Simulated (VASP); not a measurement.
# PtS2 in VASP: a series of runs

Runs on PtS2. Level: LDA. Tasks: single point.

Everything below comes from runs of VASP 6.6.1. Logs are shortened: lines on timing, memory, paths and dates and some standing lists are left out, and cuts for length are marked.

**1. The cell of the first run**

The cell holds a sheet with vacuum, 3 atoms: a = 3.560 Å, b = 3.560 Å, c = 16.460 Å, α = 90.00°, β = 90.00°, γ = 120.00°.

**2. Single point, LDA**

Contents of INCAR:

```
PREC = Accurate ; ENCUT = 400
EDIFF = 1E-6 ; ISMEAR = 0
SIGMA = 0.03 ; LREAL = F
LASPH = T ; NELM = 120
ALGO = Normal ; ISIF = 2
LWAVE = F ; LCHARG = T
LDIPOL = T ; IDIPOL = 3
DIPOL = 0.5 0.5 0.500 ; LELF = T
LVHAR = T ; LVACPOTAV = T
NBANDS = 18 ; GGA_COMPAT = F
NELMDL = -8
```

Contents of KPOINTS:

```
Automatic mesh
0
Gamma
  12 12 1
```

Contents of POSCAR:

```
PtS2
1.0
    3.5600000000      0.0000000000      0.0000000000
   -1.7800000000      3.0830504375      0.0000000000
    0.0000000000      0.0000000000     16.4600000000
S Pt
2 1
Direct
    0.3333330000      0.6666670000      0.4252733900
    0.6666670000      0.3333330000      0.5747266100
    0.0000000000      0.0000000000      0.5000000000
```

Potentials or basis: VASP PAW LDA potentials, release 64 (S, Pt).

Started as:

```sh
> cat potpaw_LDA.64/S/POTCAR potpaw_LDA.64/Pt/POTCAR > POTCAR
> mpirun -np 1 vasp_std > vasp.out
```

OUTCAR:

```text
PREC = Accurate
   ENCUT = 400
   EDIFF = 1E-6
   ISMEAR = 0
   LREAL = F
   LASPH = T
   NELM = 120
   ISIF = 2
   NELMDL = -8

 ion  position               nearest neighbor table
   1  0.333  0.667  0.425-   3 2.40   3 2.40   3 2.40
   2  0.667  0.333  0.575-   3 2.40   3 2.40   3 2.40
   3  0.000  0.000  0.500-   1 2.40   2 2.40   2 2.40   1 2.40   2 2.40   1 2.40

  LATTYP: Found a hexagonal cell.
 ALAT       =     3.5600000000
 C/A-ratio  =     4.6235955056

  Lattice vectors:

 A1 = (   3.5600000000,   0.0000000000,   0.0000000000)
 A2 = (  -1.7800000000,   3.0830504375,   0.0000000000)
 A3 = (   0.0000000000,   0.0000000000,  16.4600000000)

Analysis of symmetry for initial positions (statically):
=====================================================================
 Subroutine PRICEL returns:
 Original cell was already a primitive cell.

 Routine SETGRP: Setting up the symmetry group for a
 hexagonal supercell.

 Subroutine GETGRP returns: Found 12 space group operations
 (whereof 12 operations were pure point group operations)
 out of a pool of 24 trial point group operations.

The static configuration has the point symmetry D_3d.

Analysis of symmetry for dynamics (positions and initial velocities):
=====================================================================
 Subroutine PRICEL returns:
 Original cell was already a primitive cell.

 Routine SETGRP: Setting up the symmetry group for a
 hexagonal supercell.

 Subroutine GETGRP returns: Found 12 space group operations
 (whereof 12 operations were pure point group operations)
 out of a pool of 24 trial point group operations.

The dynamic configuration has the point symmetry D_3d.

 Subroutine INISYM returns: Found 12 space group operations
 (whereof 12 operations are pure point group operations),
 and found     1 'primitive' translations

----------------------------------------------------------------------------------------

                                     Primitive cell

  volume of cell :     180.6594

  direct lattice vectors                    reciprocal lattice vectors
     3.560000000  0.000000000  0.000000000     0.280898876  0.162177042  0.000000000
    -1.780000000  3.083050437  0.000000000     0.000000000  0.324354084  0.000000000
     0.000000000  0.000000000 16.460000000     0.000000000  0.000000000  0.060753341

  length of vectors
     3.560000000  3.560000000 16.460000000     0.324354084  0.324354084  0.060753341

  position of ions in fractional coordinates (direct lattice)
     0.333333000  0.666667000  0.425273390
     0.666667000  0.333333000  0.574726610
     0.000000000  0.000000000  0.500000000

  ion indices of the primitive-cell ions
   primitive index   ion index
                 1           1
                 2           2
                 3           3

----------------------------------------------------------------------------------------

 KPOINTS: Automatic mesh

Automatic generation of k-mesh.
 Grid dimensions read from file:
 generate k-points for:   12   12    1

 Generating k-lattice:

  Cartesian coordinates                     Fractional coordinates (reciprocal lattice)
     0.023408240  0.013514753  0.000000000     0.083333333  0.000000000  0.000000000
     0.000000000  0.027029507  0.000000000     0.000000000  0.083333333  0.000000000
     0.000000000  0.000000000  0.060753341     0.000000000  0.000000000  1.000000000

  Length of vectors
     0.027029507  0.027029507  0.060753341

  Shift w.r.t. Gamma in fractional coordinates (k-lattice)
     0.000000000  0.000000000  0.000000000

 Subroutine IBZKPT returns following result:
 ===========================================

 Found     19 irreducible k-points:

 Following reciprocal coordinates:
            Coordinates               Weight
  0.000000  0.000000  0.000000      1.000000
  0.083333  0.000000  0.000000      6.000000
  0.166667  0.000000  0.000000      6.000000
  0.250000  0.000000  0.000000      6.000000
  0.333333  0.000000  0.000000      6.000000
  0.416667  0.000000  0.000000      6.000000
[... 11 lines left out ...]
  0.333333  0.250000  0.000000     12.000000
  0.333333  0.333333  0.000000      2.000000
   k-points           NKPTS =     19   k-points in BZ     NKDIM =     19   number of bands    NBANDS=     18
   number of dos      NEDOS =    301   number of ions     NIONS =      3
   total plane-waves  NPLWV =  62208
   dimension x,y,z NGX =    24 NGY =   24 NGZ =  108
   dimension x,y,z NGXF=    48 NGYF=   48 NGZF=  216
   ions per type =               2   1
   NGX,Y,Z   is equivalent  to a cutoff of  11.21, 11.21, 10.91 a.u.
   NGXF,Y,Z  is equivalent  to a cutoff of  22.42, 22.42, 21.82 a.u.
 SYSTEM =  unknown system
   PREC   = accura    normal or accurate (medium, high low for compatibility)
   ISTART =      0    job   : 0-new  1-cont  2-samecut
   ICHARG =      2    charge: 1-file 2-atom 10-const
   ISPIN  =      1    spin polarized calculation?
   LNONCOLLINEAR =      F non collinear calculations
   LSORBIT =      F    spin-orbit coupling
   LASPH  =      T    aspherical Exc in radial PAW
   ENCUT  =  400.0 eV  29.40 Ry    5.42 a.u.   5.81  5.81 26.84*2*pi/ulx,y,z
   NELM   =    120;   NELMIN=  2; NELMDL= -8     # of ELM steps
   EDIFF  = 0.1E-05   stopping-criterion for ELM
   LREAL  =      F    real-space projection
   EDIFFG = 0.1E-04   stopping-criterion for IOM
   NSW    =      0    number of steps for IOM
   IBRION =     -1    ionic relax: 0-MD 1-quasi-New 2-CG
   NFREE  =      0    steps in history (QN), initial steepest desc. (CG)
   ISIF   =      2    stress and relaxation
   ISYM   =      2    0-nonsym 1-usesym 2-fastsym
   POTIM  = 0.5000    time-step for ionic-motion
   TEBEG  =    0.0;   TEEND  =   0.0 temperature during run
   PSTRESS=    0.0 pullay stress
   NELECT =      22.0000    total number of electrons
   NUPDOWN=      -1.0000    fix difference up-down
   EMIN   =  10.00;   EMAX   =-10.00  energy-range for DOS
   EFERMI =   0.00;   METHOD = LEGACY
   ISMEAR =     0;   SIGMA  =   0.03  broadening in eV -4-tet -1-fermi 0-gaus
   EFERMI_NEDOS =   21; number of points for ismear=-14 and -15
   IALGO  =     38    algorithm
   IMIX   =      4    mixing-type and parameters
     AMIX     =   0.40;   BMIX     =  1.00
     AMIX_MAG =   1.60;   BMIX_MAG =  1.00
  volume/ion in A,a.u.               =      60.22       406.38
  Fermi-wavevector in a.u.,A,eV,Ry     =   0.811451  1.533420  8.958791  0.658453
  Thomas-Fermi vector in A             =   1.920813
   LORBIT       =      0    0 simple, 1 ext, 2 COOP (PROOUT), +10 PAW based schemes
   GGA     = CA    functional components
   LHFCALC =     F    Hartree Fock is set to
   AEXX    =    0.0000 exact exchange contribution
   IVDW    =     0    specifies the selected vdW correction
   LEPSILON=     F    determine dielectric tensor
   LRPA    =     F    only Hartree local field effects (RPA)
 non-spin polarized calculation
 Gauss-broadening in eV      SIGMA  =   0.03
  energy-cutoff  :      400.00
  volume of cell :      180.66
 maximum number of plane-waves:      3302
 NGX is ok and might be reduce to    24
   NGX = 11   NGY = 11   NGZ = 53

 dipolmoment           0.000000      0.000000     -0.000000 electrons x Angstroem

 number of electron      21.9999994 magnetization

 dipolmoment           0.000000      0.000000      0.000000 electrons x Angstroem

 Free energy of the ion-electron system (eV)
  ---------------------------------------------------
  ext. energy  EPLUGINS =         0.00000000
  ---------------------------------------------------
  free energy    TOTEN  =       -17.94903338 eV

  energy without entropy =      -17.94903338  energy(sigma->0) =      -17.94903338

 E-fermi :  -2.6276     XC(G=0):  -4.0562

 val. band max:       -2.8111790614   @ k =   0.1667   0.1667   0.0000
 cond. band min:      -1.1086748134   @ k =   0.2500   0.0000   0.0000
 fundamental gap:      1.7025042480
 Fermi energy:        -2.6276040543

 k-point     1 :       0.0000    0.0000    0.0000
  band No.  band energies     occupation
      1     -16.7996      2.00000
      2     -14.5364      2.00000
      3      -8.4217      2.00000
      4      -8.4217      2.00000
      5      -8.0397      2.00000
      6      -5.7151      2.00000
[... 10 lines left out ...]
     17       3.8973      0.00000
     18       5.2506      0.00000

 k-point     2 :       0.0833    0.0000    0.0000
  band No.  band energies     occupation
      1     -16.7122      2.00000
      2     -14.5571      2.00000
      3      -8.4115      2.00000
      4      -8.3675      2.00000
      5      -7.9602      2.00000
      6      -5.8492      2.00000
[... 10 lines left out ...]
     17       4.0493      0.00000
     18       5.2114      0.00000

 k-point     3 :       0.1667    0.0000    0.0000
  band No.  band energies     occupation
      1     -16.4606      2.00000
      2     -14.6142      2.00000
      3      -8.3643      2.00000
      4      -8.2225      2.00000
      5      -7.7356      2.00000
      6      -6.2899      2.00000
[... 10 lines left out ...]
     17       4.4938      0.00000
     18       5.1559      0.00000

 k-point     4 :       0.2500    0.0000    0.0000
  band No.  band energies     occupation
      1     -16.0800      2.00000
      2     -14.6917      2.00000
      3      -8.2814      2.00000
      4      -8.0426      2.00000
      5      -7.4814      2.00000
      6      -6.8812      2.00000
[... 270 lines left out ...]
      4      -7.9599      2.00000
      5      -7.4191      2.00000
      6      -6.5801      2.00000
[... 10 lines left out ...]
     17       6.4987      0.00000
     18       6.7298      0.00000

 k-point    18 :       0.3333    0.2500    0.0000
  band No.  band energies     occupation
      1     -14.9377      2.00000
      2     -14.8474      2.00000
      3      -8.5453      2.00000
      4      -7.9956      2.00000
      5      -7.5233      2.00000
      6      -6.3790      2.00000
[... 10 lines left out ...]
     17       6.4770      0.00000
     18       6.8987      0.00000

 k-point    19 :       0.3333    0.3333    0.0000
  band No.  band energies     occupation
      1     -14.8576      2.00000
      2     -14.8576      2.00000
      3      -8.2159      2.00000
      4      -8.0112      2.00000
      5      -8.0112      2.00000
      6      -6.2803      2.00000
[... 10 lines left out ...]
     17       6.4607      0.00000
     18       6.5609      0.00000

------------------------ aborting loop because EDIFF is reached ----------------------------------------

  FORCE on cell =-STRESS in cart. coord.  units (eV):
  Direction    XX          YY          ZZ          XY          YZ          ZX
  --------------------------------------------------------------------------------------
  -------------------------------------------------------------------------------------
  Total       -2.2337131     -2.2337131     -1.4575228      0.0000000     -0.0000000     -0.0000000
  in kB      -19.8096824    -19.8096824    -12.9260393      0.0000000     -0.0000000     -0.0000000
  external PRESSURE =     -17.5151347 kB  Pullay stress =       0.0000000 kB

 VOLUME and BASIS-vectors are now :
 -----------------------------------------------------------------------------
  energy-cutoff  :      400.00
  volume of cell :      180.66
      direct lattice vectors                 reciprocal lattice vectors
     3.560000000  0.000000000  0.000000000     0.280898876  0.162177042  0.000000000
    -1.780000000  3.083050437  0.000000000     0.000000000  0.324354084  0.000000000
     0.000000000  0.000000000 16.460000000     0.000000000  0.000000000  0.060753341

 POSITION                                       TOTAL-FORCE (eV/Angst)
 -----------------------------------------------------------------------------------
     -0.00000      2.05537      7.00000        -0.000000     -0.000000      0.579804
      1.78000      1.02768      9.46000         0.000000      0.000000     -0.579804
      0.00000      0.00000      8.23000         0.000000      0.000000      0.000000
 -----------------------------------------------------------------------------------
    total drift:                                0.000000      0.000000      0.000000

  FREE ENERGIE OF THE ION-ELECTRON SYSTEM (eV)
  ---------------------------------------------------
  free  energy   TOTEN  =       -17.9490333757 eV

  energy  without entropy=      -17.9490333757  energy(sigma->0) =      -17.94903338

 vacuum level on the upper side and lower side of the slab         3.739         3.739
```

It took 21 s on 1 thread of Intel Xeon 6975P-C (Granite Rapids), shared host; peak memory 0.21 GiB.

What came out:

```yaml
Free_energy: -17.9490 eV
Largest_force: 0.580 eV/Å
Band_gap_on_the_k_mesh: 1.70 eV (least direct gap 1.86 eV)
```

Forces on the atoms (eV/Å):
```
S    0.000  0.000  0.580
S    0.000  0.000 -0.580
Pt   0.000  0.000  0.000
```

Levels at points of the mesh, in eV from the valence-band top:
```tsv
k point	band 8	band 9	band 10	band 11	band 12	band 13	band 14	band 15
(0.00, 0.00, 0.00)	-0.80	-0.71	-0.26	-0.26	3.20	3.20	5.39	5.80
(0.50, 0.00, 0.00)	-2.15	-2.01	-1.71	-1.40	2.79	2.97	5.41	6.60
```

Caveat: spin-orbit coupling is left out, which moves the levels of the heavy elements.

**3. Single point, LDA**

This run uses another cell than the first one.

Contents of INCAR:

```
  PREC = Accurate
  ENCUT = 400
  EDIFF = 1E-6
  ISMEAR = 0
  SIGMA = 0.03
  LREAL = F
  LASPH = T
  NELM = 120
  ALGO = Normal
  ISIF = 2
  LWAVE = F
  LCHARG = T
  LDIPOL = T
  IDIPOL = 3
  DIPOL = 0.5 0.5 0.287
  LELF = T
  LVHAR = T
  LVACPOTAV = T
  NBANDS = 18
  GGA_COMPAT = F
  NELMDL = -8
```

Contents of KPOINTS:

```
regular mesh
0
Gamma
  12 12 1
```

Contents of POSCAR:

```
PtS2
1.0
    3.5131120033      0.0000000000      0.0000000000
   -1.7565560017      3.0424442412      0.0000000000
    0.0000000000      0.0000000000     28.7200000024
S Pt
2 1
Direct
    0.3333333333      0.6666666667      0.2443480903
    0.6666666667      0.3333333333      0.3287716868
    0.0000000000      0.0000000000      0.2865598886
```

Potentials or basis: VASP PAW LDA potentials, release 64 (S, Pt).

Started as:

```sh
> cat potpaw_LDA.64/S/POTCAR potpaw_LDA.64/Pt/POTCAR > POTCAR
> mpirun -np 1 vasp_std > vasp.out
```

Run time: 37 s. Hardware: 1 thread of Intel Xeon 6975P-C (Granite Rapids), shared host; peak memory 0.28 GiB.

Results (log left out):

- Free energy: -17.9892 eV
- Band gap on the k mesh: 1.77 eV (least direct gap 1.94 eV)

Levels at points of the mesh, in eV from the valence-band top:
| k point | band 8 | band 9 | band 10 | band 11 | band 12 | band 13 | band 14 | band 15 |
| --- | --- | --- | --- | --- | --- | --- | --- | --- |
| (0.00, 0.00, 0.00) | -0.80 | -0.78 | -0.27 | -0.27 | 3.38 | 3.38 | 5.51 | 5.71 |
| (0.50, 0.00, 0.00) | -2.26 | -2.12 | -1.77 | -1.48 | 2.96 | 3.13 | 5.51 | 6.58 |

Caveat: spin-orbit coupling is left out, which moves the levels of the heavy elements.
